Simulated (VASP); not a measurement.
Here is a VASP 6.6.1 calculation.

File INCAR:

```
PREC = Accurate
ENCUT = 520
EDIFF = 1E-6
ISMEAR = -1
SIGMA = 0.1
LREAL = False
LASPH = True
NELM = 80
ALGO = Normal
ISIF = 2
LWAVE = False
LCHARG = False
GGA = PE
NBANDS = 12
```

KPOINTS

```
Automatic mesh
0
Gamma
  8 8 8
```

The input POSCAR:

```
In
1.0
   -1.5839951626      1.5839951626      2.7431503880
    1.5839951626     -1.5839951626      2.7431503880
    1.5839951626      1.5839951626     -2.7431503880
In
1
Direct
    0.0000000000      0.0000000000      0.0000000000
```

Potentials or basis: VASP PAW PBE potentials, release 64 (In_d).

Command:

```console
$ cat potpaw_PBE.64/In_d/POTCAR > POTCAR
$ mpirun -np 1 vasp_std > vasp.out
```

**Question.** Predict the pressure.

**Answer.** -0.1 GPa.

Stress tensor (GPa, compression positive):
```
 0.04  0.00  0.00
 0.00  0.04  0.00
 0.00  0.00 -0.34
```
